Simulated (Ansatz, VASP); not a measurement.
# GaN in VASP and in Ansatz

```xyz
4
Lattice="3.1699 0.0000 0.0000 -1.5849 2.7452 0.0000 0.0000 0.0000 5.1850" Properties=species:S:1:pos:R:3 pbc="T T T"
Ga    0.0000    1.8301    0.0027
Ga    1.5849    0.9151    2.5952
N     0.0000    1.8301    1.9520
N     1.5849    0.9151    4.5445
```

Alike in both runs: functional LDA; k mesh 8 × 8 × 5; occupations gaussian, width 0.05 eV; no spin polarisation.

Ansatz relaxed the structure, and its values are those at the end. VASP's run is a single point on that final structure, the one shown.

|  | VASP | Ansatz |
| --- | --- | --- |
| version | VASP 6.6.1 | Ansatz 0.2.0 |
| potentials or method | VASP PAW LDA potentials, release 64 (Ga_d, N) | scalar-relativistic, plane waves, PAW |
| plane-wave cutoff (eV) | 520 | 420 |
| valence electrons in the cell | 36 | 36 |

VASP gave:

```
pressure (GPa) : -3.0
```

What did Ansatz give for the same quantities?

Pressure (GPa): -4.0.

LDA's correlation is that of Perdew and Zunger in VASP and of Perdew and Wang (1992) in Ansatz. Ansatz's warnings: stress scf threshold loose.
